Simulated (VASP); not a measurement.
Write the native input for VASP 6.6.1 that does the following.

| Quantity | Value |
| --- | --- |
| Task | single point |
| Functional | PBE |
| Potentials or basis | VASP PAW PBE potentials, release 64 (Y_sv, W_sv, F) |
| Cutoff | 520 eV |
| k mesh | 4 × 4 × 4 |
| Occupations | gaussian, width 0.1 eV |
| Spin | no spin polarisation |
| Dipole correction | no |
| Further INCAR settings | ALGO = Normal; EDIFF = 1e-06; NBANDS = 31 |

The structure of YWF3 lies in POSCAR:

```
YWF3
1.0
    4.2902771392      0.0000000000      0.0000000000
    0.0000000000      4.2902771392      0.0000000000
    0.0000000000      0.0000000000      4.2902771392
Y W F
1 1 3
Direct
    0.0000000000      0.0000000000      0.0000000000
    0.5000000000      0.5000000000      0.5000000000
    0.5000000000      0.5000000000      0.0000000000
    0.0000000000      0.5000000000      0.5000000000
    0.5000000000      0.0000000000      0.5000000000
```

The input as run:

INCAR

```
PREC = Accurate ; ENCUT = 520
EDIFF = 1E-6 ; ISMEAR = 0
SIGMA = 0.1 ; LREAL = F
LASPH = T ; NELM = 100
ALGO = Normal ; ISIF = 2
LWAVE = F ; LCHARG = F
GGA = PE ; NBANDS = 31
```

KPOINTS

```
Automatic mesh
0
Gamma
  4 4 4
```

Potentials or basis: VASP PAW PBE potentials, release 64 (Y_sv, W_sv, F).

Launch:

```console
$ cat potpaw_PBE.64/Y_sv/POTCAR potpaw_PBE.64/W_sv/POTCAR potpaw_PBE.64/F/POTCAR > POTCAR
$ mpirun -np 1 vasp_std > vasp.out
```

It gave:

The pressure is 0.5 GPa and the band gap on the k mesh is zero (band 23 reaches 6.37 eV, above the bottom of band 24 at 4.67 eV).

Caveat: the k points lie up to 0.37 Å⁻¹ apart; spin-orbit coupling is left out, which moves the levels of the heavy elements.

Run time: 13 s on 1 thread of AMD EPYC 9R45 96-Core Processor (Zen 5) (shared host), peak memory 0.16 GiB.
